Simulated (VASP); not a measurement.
Write the native input for VASP 6.6.1 that does the following.

| Property | Result |
| --- | --- |
| Task | single point |
| Functional | PBEsol |
| Dispersion | D4 |
| Potentials or basis | VASP PAW PBE potentials, release 64 (C) |
| Cutoff | 520 eV |
| k mesh | 24 × 24 × 24 |
| Occupations | gaussian, width 0.1 eV |
| Spin | no spin polarisation |
| Dipole correction | no |
| Further INCAR settings | ALGO = Normal; EDIFF = 1e-07; NBANDS = 8 |

The structure of C lies in POSCAR:

```
C
1.0
   -1.3418090812      1.3418090812      1.1210670964
    1.3418090812     -1.3418090812      1.1210670964
    1.3418090812      1.3418090812     -1.1210670964
C
1
Direct
    0.0000000000      0.0000000000      0.0000000000
```

These files were run (other wordings do the same):

INCAR

```
PREC = Accurate
ENCUT = 520
EDIFF = 1E-7
ISMEAR = 0
SIGMA = 0.1
LREAL = F
LASPH = T
NELM = 80
ALGO = Normal
ISIF = 2
LWAVE = F
LCHARG = F
GGA = PS
IVDW = 13
NBANDS = 8
```

KPOINTS

```
Automatic mesh
0
Gamma
  24 24 24
```

Potentials or basis: VASP PAW PBE potentials, release 64 (C).

The run is started by

```console
$ cat potpaw_PBE.64/C/POTCAR > POTCAR
$ mpirun -np 1 vasp_std > vasp.out
```

Results of the run:

```
Pressure                   : -26.2 GPa
Band gap on the k mesh     : zero (band 2 reaches 13.08 eV, above the bottom of band 3 at 2.49 eV)
Dispersion energy per atom : -0.140 eV
```

Caveat: the PAW data sets were made with another functional, which shifts forces and pressure a little; pairwise dispersion overbinds metals, which lowers pressure and volume.

Run time: 34 s on 1 thread of AMD EPYC 7R13 Processor (Zen 3), on a shared host, peak memory 0.13 GiB.
